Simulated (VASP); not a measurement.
# Rh: single point with PBE

Crystal: Rh.

```
Rh
1.0
     2.69707    0.00000    0.00000
    -1.34854    2.33573    0.00000
     0.00000    0.00000    4.61011
Rh
2
Direct
  0.66667 0.33333 0.75000
  0.33333 0.66667 0.25000
```

This isn't the form of Rh at room conditions, which is fcc.

- Program: VASP 6.6.1
- Task: single point
- Functional: PBE
- Potentials or basis: VASP PAW PBE potentials, release 64 (Rh_pv)
- Cutoff: 520 eV
- k mesh: 21 × 21 × 12
- Occupations: gaussian, width 0.15 eV
- Spin: no spin polarisation
- Dipole correction: no
- Further INCAR settings: ALGO = Fast; EDIFF = 1e-06; NBANDS = 22

```
Pressure               : -6.2 GPa
Band gap on the k mesh : zero (bands 15 and 16 overlap by 2.27 eV)
```

Stress tensor (GPa, compression positive):
```
 -1.87   0.00   0.00
  0.00  -1.87   0.00
  0.00   0.00 -14.91
```

Levels at points of the mesh, in eV from the Fermi level:
```
           k point  band 12  band 13  band 14  band 15  band 16  band 17  band 18  band 19
(0.00, 0.00, 0.00)    -2.36    -2.36    -1.36    -1.36     0.19     0.19     0.33     7.37
(0.00, 0.00, 0.50)    -2.76    -2.76    -2.76    -0.33    -0.33    -0.33    -0.33    13.75
```

Wall time 75 s on 1 thread of Intel(R) Xeon(R) 6975P-C (Granite Rapids), on a shared host, peak memory 0.27 GiB.

Caveat: the cell stands under tension.
